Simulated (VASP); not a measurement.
# Ge (P6_3/mmc) in VASP: further runs

Ge is run at these levels: PBEsol; tasks: single point, relaxation of cell and atoms.

Everything below comes from runs of VASP 6.6.1. Logs are shortened: lines on timing, memory, paths and dates and some standing lists are left out, and cuts for length are marked.

## Step 1: The cell of the first run

The structure is hexagonal, space group P6_3/mmc (No. 194). Conventional cell: a = 3.037 Å, b = 3.037 Å, c = 4.748 Å, α = 90.00°, β = 90.00°, γ = 120.00°. Within 3.9 Å of Ge (site symmetry -6m2) lie 12 Ge at 2.95 to 3.04 Å.

## Step 2: Single point, PBEsol

File INCAR:

```
ALGO     = Normal         # electronic algorithm
EDIFF    = 1E-6           # SCF threshold, eV
ENCUT    = 500            # plane-wave cutoff, eV
GGA      = PS             # functional
GGA_COMPAT= F            
ISIF     = 2              # what is computed and relaxed
ISMEAR   = -1             # smearing method
LASPH    = T              # aspherical terms in the spheres
LCHARG   = F              # write CHGCAR
LREAL    = F              # projectors in reciprocal space
LWAVE    = F              # write WAVECAR
NBANDS   = 21             # bands
NELM     = 120            # most SCF steps
PREC     = Accurate       # precision mode
SIGMA    = 0.02           # smearing width, eV
```

File KPOINTS:

```
k-points
0
Gamma
  7 7 4
```

File POSCAR:

```
Ge
1.0
    3.0366135772      0.0000000000      0.0000000000
   -1.5183067886      2.6297844993      0.0000000000
    0.0000000000      0.0000000000      4.7477449352
Ge
2
Direct
    0.3333333333      0.6666666667      0.2500000000
    0.6666666667      0.3333333333      0.7500000000
```

Potentials or basis: VASP PAW PBE potentials, release 64 (Ge_d).

Launch:

```
$ cat potpaw_PBE.64/Ge_d/POTCAR > POTCAR
$ mpirun -np 1 vasp_std > vasp.out
```

OUTCAR:

```text
EDIFF = 1E-6
   ENCUT = 500
   GGA = PS
   ISIF = 2
   ISMEAR = -1
   LASPH = T
   LREAL = F
   NELM = 120
   PREC = Accurate

 ion  position               nearest neighbor table
   1  0.333  0.667  0.250-
   2  0.667  0.333  0.750-

  LATTYP: Found a hexagonal cell.
 ALAT       =     3.0366135772
 C/A-ratio  =     1.5634998707

  Lattice vectors:

 A1 = (   3.0366135772,   0.0000000000,   0.0000000000)
 A2 = (  -1.5183067886,   2.6297844993,   0.0000000000)
 A3 = (   0.0000000000,   0.0000000000,   4.7477449352)

Analysis of symmetry for initial positions (statically):
=====================================================================
 Subroutine PRICEL returns:
 Original cell was already a primitive cell.

 Routine SETGRP: Setting up the symmetry group for a
 hexagonal supercell.

 Subroutine GETGRP returns: Found 24 space group operations
 (whereof 12 operations were pure point group operations)
 out of a pool of 24 trial point group operations.

The static configuration has the point symmetry D_3d.
 The point group associated with its full space group is D_6h.

Analysis of symmetry for dynamics (positions and initial velocities):
=====================================================================
 Subroutine PRICEL returns:
 Original cell was already a primitive cell.

 Routine SETGRP: Setting up the symmetry group for a
 hexagonal supercell.

 Subroutine GETGRP returns: Found 24 space group operations
 (whereof 12 operations were pure point group operations)
 out of a pool of 24 trial point group operations.

The dynamic configuration has the point symmetry D_3d.
 The point group associated with its full space group is D_6h.

 Subroutine INISYM returns: Found 24 space group operations
 (whereof 12 operations are pure point group operations),
 and found     1 'primitive' translations

----------------------------------------------------------------------------------------

                                     Primitive cell

  volume of cell :      37.9138

  direct lattice vectors                    reciprocal lattice vectors
     3.036613577  0.000000000  0.000000000     0.329314210  0.190129648  0.000000000
    -1.518306789  2.629784499  0.000000000     0.000000000  0.380259295  0.000000000
     0.000000000  0.000000000  4.747744935     0.000000000  0.000000000  0.210626311

  length of vectors
     3.036613577  3.036613577  4.747744935     0.380259295  0.380259295  0.210626311

  position of ions in fractional coordinates (direct lattice)
     0.333333333  0.666666667  0.250000000
     0.666666667  0.333333333  0.750000000

  ion indices of the primitive-cell ions
   primitive index   ion index
                 1           1
                 2           2

----------------------------------------------------------------------------------------

 KPOINTS: k-points

Automatic generation of k-mesh.
 Grid dimensions read from file:
 generate k-points for:    7    7    4

 Generating k-lattice:

  Cartesian coordinates                     Fractional coordinates (reciprocal lattice)
     0.047044887  0.027161378  0.000000000     0.142857143  0.000000000  0.000000000
     0.000000000  0.054322756  0.000000000     0.000000000  0.142857143  0.000000000
     0.000000000  0.000000000  0.052656578     0.000000000  0.000000000  0.250000000

  Length of vectors
     0.054322756  0.054322756  0.052656578

  Shift w.r.t. Gamma in fractional coordinates (k-lattice)
     0.000000000  0.000000000  0.000000000

 Subroutine IBZKPT returns following result:
 ===========================================

 Found     24 irreducible k-points:

 Following reciprocal coordinates:
            Coordinates               Weight
  0.000000  0.000000  0.000000      1.000000
  0.142857  0.000000  0.000000      6.000000
  0.285714  0.000000  0.000000      6.000000
  0.428571 -0.000000  0.000000      6.000000
  0.142857  0.142857  0.000000      6.000000
  0.285714  0.142857  0.000000     12.000000
[... 16 lines left out ...]
  0.428571  0.142857  0.500000      6.000000
  0.285714  0.285714  0.500000      6.000000
   k-points           NKPTS =     24   k-points in BZ     NKDIM =     24   number of bands    NBANDS=     21
   number of dos      NEDOS =    301   number of ions     NIONS =      2
   total plane-waves  NPLWV =  20736
   dimension x,y,z NGX =    24 NGY =   24 NGZ =   36
   dimension x,y,z NGXF=    48 NGYF=   48 NGZF=   72
   ions per type =               2
   NGX,Y,Z   is equivalent  to a cutoff of  13.14, 13.14, 12.61 a.u.
   NGXF,Y,Z  is equivalent  to a cutoff of  26.28, 26.28, 25.21 a.u.
 SYSTEM =  unknown system
   PREC   = accura    normal or accurate (medium, high low for compatibility)
   ISTART =      0    job   : 0-new  1-cont  2-samecut
   ICHARG =      2    charge: 1-file 2-atom 10-const
   ISPIN  =      1    spin polarized calculation?
   LNONCOLLINEAR =      F non collinear calculations
   LSORBIT =      F    spin-orbit coupling
   LASPH  =      T    aspherical Exc in radial PAW
   ENCUT  =  500.0 eV  36.75 Ry    6.06 a.u.   5.54  5.54  8.66*2*pi/ulx,y,z
   NELM   =    120;   NELMIN=  2; NELMDL= -5     # of ELM steps
   EDIFF  = 0.1E-05   stopping-criterion for ELM
   LREAL  =      F    real-space projection
   EDIFFG = 0.1E-04   stopping-criterion for IOM
   NSW    =      0    number of steps for IOM
   IBRION =     -1    ionic relax: 0-MD 1-quasi-New 2-CG
   NFREE  =      0    steps in history (QN), initial steepest desc. (CG)
   ISIF   =      2    stress and relaxation
   ISYM   =      2    0-nonsym 1-usesym 2-fastsym
   POTIM  = 0.5000    time-step for ionic-motion
   TEBEG  =    0.0;   TEEND  =   0.0 temperature during run
   PSTRESS=    0.0 pullay stress
   NELECT =      28.0000    total number of electrons
   NUPDOWN=      -1.0000    fix difference up-down
   EMIN   =  10.00;   EMAX   =-10.00  energy-range for DOS
   EFERMI =   0.00;   METHOD = LEGACY
   ISMEAR =    -1;   SIGMA  =   0.02  broadening in eV -4-tet -1-fermi 0-gaus
   EFERMI_NEDOS =   21; number of points for ismear=-14 and -15
   IALGO  =     38    algorithm
   IMIX   =      4    mixing-type and parameters
     AMIX     =   0.40;   BMIX     =  1.00
     AMIX_MAG =   1.60;   BMIX_MAG =  1.00
  volume/ion in A,a.u.               =      18.96       127.93
  Fermi-wavevector in a.u.,A,eV,Ry     =   1.479773  2.796366 29.793067  2.189729
  Thomas-Fermi vector in A             =   2.593889
   LORBIT       =      0    0 simple, 1 ext, 2 COOP (PROOUT), +10 PAW based schemes
   GGA     = PS    functional components
   LHFCALC =     F    Hartree Fock is set to
   AEXX    =    0.0000 exact exchange contribution
   IVDW    =     0    specifies the selected vdW correction
   LEPSILON=     F    determine dielectric tensor
   LRPA    =     F    only Hartree local field effects (RPA)
 non-spin polarized calculation
  energy-cutoff  :      500.00
  volume of cell :       37.91
 maximum number of plane-waves:      1002
 NGX is ok and might be reduce to    24
   NGX = 11   NGY = 11   NGZ = 17

 number of electron      28.0000016 magnetization

 Free energy of the ion-electron system (eV)
  ---------------------------------------------------
  ext. energy  EPLUGINS =         0.00000000
  ---------------------------------------------------
  free energy    TOTEN  =        -9.28793905 eV

  energy without entropy =       -9.28729581  energy(sigma->0) =       -9.28761743

 E-fermi :   6.4446     XC(G=0): -11.4110

 val. band max:        6.4111228002   @ k =   0.4286  -0.0000   0.0000
 cond. band min:       6.5709074206   @ k =   0.4286   0.1429   0.0000
 fundamental gap:      0.1597846204
 Fermi energy:         6.4445692407

 k-point     1 :       0.0000    0.0000    0.0000
  band No.  band energies     occupation
      1     -18.0267      2.00000
      2     -18.0225      2.00000
      3     -18.0225      2.00000
      4     -18.0143      2.00000
      5     -18.0143      2.00000
      6     -18.0137      2.00000
[... 13 lines left out ...]
     20      19.1210      0.00000
     21      20.3891      0.00000

 k-point     2 :       0.1429    0.0000    0.0000
  band No.  band energies     occupation
      1     -18.0388      2.00000
      2     -18.0226      2.00000
      3     -18.0090      2.00000
      4     -18.0087      2.00000
      5     -18.0081      2.00000
      6     -18.0063      2.00000
[... 13 lines left out ...]
     20      19.9677      0.00000
     21      20.1691      0.00000

 k-point     3 :       0.2857    0.0000    0.0000
  band No.  band energies     occupation
      1     -18.0607      2.00000
      2     -18.0255      2.00000
      3     -18.0211      2.00000
      4     -18.0210      2.00000
      5     -17.9907      2.00000
      6     -17.9760      2.00000
[... 13 lines left out ...]
     20      18.3993      0.00000
     21      19.8036      0.00000

 k-point     4 :       0.4286   -0.0000    0.0000
  band No.  band energies     occupation
      1     -18.0760      2.00000
      2     -18.0410      2.00000
      3     -18.0300      2.00000
      4     -18.0239      2.00000
      5     -17.9763      2.00000
      6     -17.9727      2.00000
[... 13 lines left out ...]
     20      17.6320      0.00000
     21      19.1646      0.00000

 k-point     5 :       0.1429    0.1429    0.0000
  band No.  band energies     occupation
      1     -18.0372      2.00000
      2     -18.0356      2.00000
      3     -18.0237      2.00000
      4     -18.0144      2.00000
      5     -17.9975      2.00000
      6     -17.9882      2.00000
[... 13 lines left out ...]
     20      17.4260      0.00000
     21      18.3050      0.00000

 k-point     6 :       0.2857    0.1429    0.0000
  band No.  band energies     occupation
      1     -18.0537      2.00000
      2     -18.0443      2.00000
      3     -18.0200      2.00000
      4     -18.0184      2.00000
      5     -17.9871      2.00000
      6     -17.9709      2.00000
[... 13 lines left out ...]
     20      16.4901      0.00000
     21      21.4031      0.00000

 k-point     7 :       0.4286    0.1429    0.0000
  band No.  band energies     occupation
      1     -18.0608      2.00000
      2     -18.0538      2.00000
      3     -18.0191      2.00000
      4     -18.0136      2.00000
      5     -17.9786      2.00000
      6     -17.9758      2.00000
[... 13 lines left out ...]
     20      16.0681      0.00000
     21      21.8663      0.00000
[... 291 lines left out ...]
      1     -18.0508      2.00000
      2     -18.0508      2.00000
      3     -18.0325      2.00000
      4     -18.0325      2.00000
      5     -17.9808      2.00000
      6     -17.9808      2.00000
[... 13 lines left out ...]
     20      14.8787      0.00000
     21      17.3058      0.00000

 k-point    21 :       0.1429    0.1429    0.5000
  band No.  band energies     occupation
      1     -18.0395      2.00000
      2     -18.0395      2.00000
      3     -18.0137      2.00000
      4     -18.0137      2.00000
      5     -17.9995      2.00000
      6     -17.9995      2.00000
[... 13 lines left out ...]
     20      17.9059      0.00000
     21      20.4175      0.00000

 k-point    22 :       0.2857    0.1429    0.5000
  band No.  band energies     occupation
      1     -18.0430      2.00000
      2     -18.0430      2.00000
      3     -18.0187      2.00000
      4     -18.0187      2.00000
      5     -17.9867      2.00000
      6     -17.9867      2.00000
[... 13 lines left out ...]
     20      17.4678      0.00000
     21      19.2597      0.00000

 k-point    23 :       0.4286    0.1429    0.5000
  band No.  band energies     occupation
      1     -18.0434      2.00000
      2     -18.0434      2.00000
      3     -18.0255      2.00000
      4     -18.0255      2.00000
      5     -17.9854      2.00000
      6     -17.9854      2.00000
[... 13 lines left out ...]
     20      16.8878      0.00000
     21      17.7591      0.00000

 k-point    24 :       0.2857    0.2857    0.5000
  band No.  band energies     occupation
      1     -18.0380      2.00000
      2     -18.0380      2.00000
      3     -18.0012      2.00000
      4     -18.0012      2.00000
      5     -17.9911      2.00000
      6     -17.9911      2.00000
[... 13 lines left out ...]
     20      17.7984      0.00000
     21      19.2803      0.00000

------------------------ aborting loop because EDIFF is reached ----------------------------------------

  FORCE on cell =-STRESS in cart. coord.  units (eV):
  Direction    XX          YY          ZZ          XY          YZ          ZX
  --------------------------------------------------------------------------------------
  -------------------------------------------------------------------------------------
  Total       -0.2753451     -0.2753451     -0.2772239      0.0000000      0.0000000      0.0000000
  in kB      -11.6356574    -11.6356574    -11.7150489      0.0000000      0.0000000      0.0000000
  external PRESSURE =     -11.6621212 kB  Pullay stress =       0.0000000 kB

 VOLUME and BASIS-vectors are now :
 -----------------------------------------------------------------------------
  energy-cutoff  :      500.00
  volume of cell :       37.91
      direct lattice vectors                 reciprocal lattice vectors
     3.036613577  0.000000000  0.000000000     0.329314210  0.190129648  0.000000000
    -1.518306789  2.629784499  0.000000000     0.000000000  0.380259295  0.000000000
     0.000000000  0.000000000  4.747744935     0.000000000  0.000000000  0.210626311

 POSITION                                       TOTAL-FORCE (eV/Angst)
 -----------------------------------------------------------------------------------
     -0.00000      1.75319      1.18694         0.000000      0.000000      0.000000
      1.51831      0.87659      3.56081        -0.000000      0.000000      0.000000
 -----------------------------------------------------------------------------------
    total drift:                                0.000000     -0.000000      0.000000

  FREE ENERGIE OF THE ION-ELECTRON SYSTEM (eV)
  ---------------------------------------------------
  free  energy   TOTEN  =        -9.2879390508 eV

  energy  without entropy=       -9.2872958125  energy(sigma->0) =       -9.28761743
```

Wall time 8.4 s (1 thread of Intel Xeon 6975P-C, shared host); peak memory 0.15 GiB.

Results:

* Free energy: -9.2879 eV
* Pressure: -1.2 GPa
* Band gap on the k mesh: zero (band 14 reaches 13.08 eV, above the bottom of band 15 at 5.02 eV)

Caveat: the PAW data sets were made with another functional, which shifts forces and pressure a little.

## Step 3: Relaxation of cell and atoms, PBEsol

This run uses another cell than the first one, of 17.42 Å³/atom, 0.919 times its volume.

File INCAR:

```
SYSTEM = Ge
ALGO = Normal
EDIFF = 1E-7
EDIFFG = -0.01
ENCUT = 500
GGA = PS
GGA_COMPAT = .False.
IBRION = 2
ISIF = 3
ISMEAR = -1
LASPH = .True.
LCHARG = .False.
LREAL = .False.
LWAVE = .False.
NELM = 120
NELMIN = 4
NSW = 80
PREC = Accurate
SIGMA = 0.02
```

File KPOINTS:

```
k-points
0
Gamma
  7 7 4
  0 0 0
```

File POSCAR:

```
Ge
1.0
    2.9100000000      0.0000000000      0.0000000000
   -1.4550000000      2.5201339250      0.0000000000
    0.0000000000      0.0000000000      4.7520300000
Ge
2
Direct
    0.3333333333      0.6666666667      0.2500000000
    0.6666666667      0.3333333333      0.7500000000
```

Potentials or basis: VASP PAW PBE potentials, release 64 (Ge_d).

Launch:

```
$ cat potpaw_PBE.64/Ge_d/POTCAR > POTCAR
$ mpirun -np 1 vasp_std > vasp.out
```

Wall time 57 s (1 thread of Intel Xeon 6975P-C, shared host); peak memory 0.16 GiB.

It converged, with:

* Free energy: -9.2864 eV
* Relaxed volume: 18.61 Å³/atom
* Relaxed cell: a = 3.017 Å, b = 3.017 Å, c = 4.720 Å, α = 90.00°, β = 90.00°, γ = 120.00°
* Space group after relaxing (to 0.05 Å): P6_3/mmc (No. 194)
* Energy gained by relaxing: 34.9 meV/atom
* Ionic steps: 8
* Pressure after relaxing: 0.0 GPa
* Band gap on the k mesh: zero (band 14 reaches 13.40 eV, above the bottom of band 15 at 5.17 eV)

Step by step:
```csv
step,energy change (eV),largest force (eV/Å),pressure (GPa),volume (Å³)
1,0.0000,0.0000,5.91,34.85
2,-0.0629,0.0000,-1.71,38.18
3,-0.0652,0.0000,-0.77,37.69
4,-0.0653,0.0000,-0.64,37.62
5,-0.0697,0.0000,-0.41,37.44
6,-0.0697,0.0000,-0.35,37.43
7,-0.0697,0.0000,-0.34,37.43
8,-0.0699,0.0000,0.02,37.22
```

Final structure:
```
Ge
1.0
     3.01747    0.00000    0.00000
    -1.50874    2.61321    0.00000
     0.00000    0.00000    4.72024
Ge
2
Direct
  0.33333 0.66667 0.25000
  0.66667 0.33333 0.75000
```

Levels at points of the mesh, in eV from the Fermi level:
```csv
k point,band 10,band 11,band 12,band 13,band 14,band 15,band 16,band 17,band 18
"(0.00, 0.00, 0.00)",-24.40,-13.16,-7.25,-5.33,6.41,6.41,8.51,8.51,10.14
"(0.00, 0.00, 0.50)",-24.42,-11.48,-11.48,2.08,2.08,7.56,7.56,7.56,7.56
```

Caveat: the PAW data sets were made with another functional, which shifts forces and pressure a little.

(Continued in part 2 of 2.)
